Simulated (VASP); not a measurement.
Wanted: the native input for a VASP 6.6.1 run.

```yaml
Task: relaxation of cell and atoms
Functional: PBE
Potentials_or_basis: VASP PAW PBE potentials, release 64 (Al, Ge_d, Ru_pv)
Cutoff: 600 eV
k_mesh: 12 × 12 × 8
Occupations: gaussian, width 0.1 eV
Spin: no spin polarisation
Dipole_correction: no
Further_INCAR_settings: ALGO = Fast; EDIFF = 1e-06; IBRION = 2; EDIFFG = -0.01; NSW = 100; ISIF = 3
```

The structure of Al4GeRu lies in POSCAR:

```
Al4GeRu
1.0
    4.6269122531      0.0000000000      0.0000000000
   -2.3134561265      4.0070235522      0.0000000000
    0.0000000000      0.0000000000      5.1528045957
Al Ge Ru
4 1 1
Direct
    0.3333333333      0.6666666667      0.7538212829
    0.3333333333      0.6666666667      0.2461787171
    0.6666666667      0.3333333333      0.7538212829
    0.6666666667      0.3333333333      0.2461787171
    0.0000000000      0.0000000000      0.5000000000
    0.0000000000      0.0000000000      0.0000000000
```

The input as run:

INCAR

```
SYSTEM = Al4GeRu
PREC     = Accurate       ! precision mode
ENCUT    = 600            ! plane-wave cutoff, eV
EDIFF    = 1E-6           ! SCF threshold, eV
ISMEAR   = 0              ! smearing method
SIGMA    = 0.1            ! smearing width, eV
LREAL    = .FALSE.        ! projectors in reciprocal space
LASPH    = .TRUE.         ! aspherical terms in the spheres
NELM     = 80             ! most SCF steps
ALGO     = Fast           ! electronic algorithm
ISIF     = 3              ! what is computed and relaxed
LWAVE    = .FALSE.        ! write WAVECAR
LCHARG   = .FALSE.        ! write CHGCAR
GGA      = PE             ! functional
IBRION   = 2              ! ionic algorithm
NSW      = 100            ! ionic steps
EDIFFG   = -0.01          ! ionic threshold
```

KPOINTS

```
regular mesh
0
G
  12 12 8
  0 0 0
```

Potentials or basis: VASP PAW PBE potentials, release 64 (Al, Ge_d, Ru_pv).

Command:

```bash
$ cat potpaw_PBE.64/Al/POTCAR potpaw_PBE.64/Ge_d/POTCAR potpaw_PBE.64/Ru_pv/POTCAR > POTCAR
$ mpirun -np 1 vasp_std > vasp.out
```

It gave:

```yaml
Relaxed_volume: 15.90 Å³/atom
Relaxed_cell: a = 4.589 Å, b = 4.589 Å, c = 5.231 Å, α = 90.00°, β = 90.00°, γ = 120.00°
Space_group_after_relaxing_to_0.05_Å: P6/mmm (No. 191)
Energy_gained_by_relaxing: 1.1 meV/atom
Ionic_steps: 6
Pressure_after_relaxing: 0.0 GPa
Largest_force_after_relaxing: 0.005 eV/Å
Band_gap_on_the_k_mesh: zero (band 20 reaches 9.67 eV, above the bottom of band 21 at 8.26 eV)
```

Run time: 9.7 min on 1 thread of Intel(R) Xeon(R) 6975P-C (Granite Rapids), with other jobs on the host, peak memory 0.46 GiB.
